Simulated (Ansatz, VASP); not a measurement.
Sc in VASP and in Ansatz

```
Sc
1.0
     3.26420    0.00000    0.00000
    -1.63210    2.82688    0.00000
     0.00000    0.00000    5.30030
Sc
2
Direct
  0.33333 0.66667 0.25000
  0.66667 0.33333 0.75000
```

Alike in both runs: task single point; functional PBE; k mesh 15 × 15 × 10; occupations gaussian, width 0.15 eV; no spin polarisation.

|  | VASP | Ansatz |
| --- | --- | --- |
| version | VASP 6.6.1 | Ansatz 0.2.0 |
| potentials or method | VASP PAW PBE potentials, release 64 (Sc_sv), cutoff 520 eV | scalar-relativistic, plane waves, PAW |
| valence electrons in the cell | 22 | 22 |

|  | VASP | Ansatz | Ansatz less VASP |
| --- | --- | --- | --- |
| gap on the k mesh at the Fermi level (eV) | none | none | - |
| pressure (GPa) | 0.6 | 0.6 | -0.04 |
| traceless stress, the component that is largest in VASP (GPa) | -2.06 | -2.06 | 0.000 |

A gap of «none» marks a metal or a gap that the smearing closes.
